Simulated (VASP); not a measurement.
Input of a VASP 6.6.1 run:

INCAR

```
PREC = Accurate ; ENCUT = 520
EDIFF = 1E-6 ; ISMEAR = 1
SIGMA = 0.025 ; LREAL = False
LASPH = True ; NELM = 150
ALGO = Normal ; ISIF = 2
LWAVE = False ; LCHARG = False
ISPIN = 2 ; MAGMOM = 2.5 2.5 2.5 2.5
LORBIT = 11 ; LMAXMIX = 4
GGA = PE ; NBANDS = 30
```

The input KPOINTS:

```
Automatic mesh
0
Gamma
  10 10 3
```

The input POSCAR:

```
Co
1.0
    2.4705620000      0.0000000000      0.0000000000
   -1.2352810000      2.1395694536      0.0000000000
    0.0000000000      0.0000000000      8.0882340000
Co
4
Direct
    0.0000000000      0.0000000000      0.0000000000
    0.3333333333      0.6666666667      0.2500000000
    0.0000000000      0.0000000000      0.5000000000
    0.6666666667      0.3333333333      0.7500000000
```

Potentials or basis: VASP PAW PBE potentials, release 64 (Co).

Run with:

```console
$ cat potpaw_PBE.64/Co/POTCAR > POTCAR
$ mpirun -np 1 vasp_std > vasp.out
```

(1) Estimate the net moment.

(2) Predict the pressure.

Results:

(1) 6.64 μB per cell.

(2) 4.0 GPa.

Caveat: the cell stands under pressure.
